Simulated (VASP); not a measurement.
Here is a VASP 6.6.1 calculation.

File POSCAR:

```
BeS
1.0
    0.0000000000      2.3172971938      2.3172971938
    2.3172971938      0.0000000000      2.3172971938
    2.3172971938      2.3172971938      0.0000000000
Be S
1 1
Direct
    0.0000000000      0.0000000000      0.0000000000
    0.5000000000      0.5000000000      0.5000000000
```

File INCAR.step1:

```
ALGO = Normal
EDIFF = 1E-4
ENCUT = 520
GGA = PE
ISMEAR = -1
LASPH = True
LCHARG = False
LREAL = False
LWAVE = True
NBANDS = 11
NELM = 80
PREC = Accurate
SIGMA = 0.02
```

File INCAR.step2:

```
ALGO = Normal
EDIFF = 1E-7
ENCUT = 520
ISIF = 2
ISMEAR = -1
ISTART = 1
LASPH = True
LCHARG = False
LMIXTAU = True
LREAL = False
LWAVE = False
METAGGA = R2SCAN
NBANDS = 11
NELM = 80
PREC = Accurate
SIGMA = 0.02
```

Contents of KPOINTS:

```
k-points
0
Gamma
  8 8 8
```

Potentials or basis: VASP PAW PBE potentials, release 64 (Be, S).

Command:

```sh
$ cat potpaw_PBE.64/Be/POTCAR potpaw_PBE.64/S/POTCAR > POTCAR
$ cp INCAR.step1 INCAR
$ mpirun -np 1 vasp_std > vasp.out
$ cp INCAR.step2 INCAR
$ mpirun -np 1 vasp_std > vasp.out
```

Problem. Predict the band gap on the k mesh.

Solution. 1.35 eV, indirect (least direct gap 4.60 eV).

Problem. Predict the pressure.

Solution. -0.1 GPa.

Caveat: the PAW data sets were made with another functional, which shifts forces and pressure a little. r2SCAN opens gaps a little over a GGA but as a rule still falls short of measured ones.
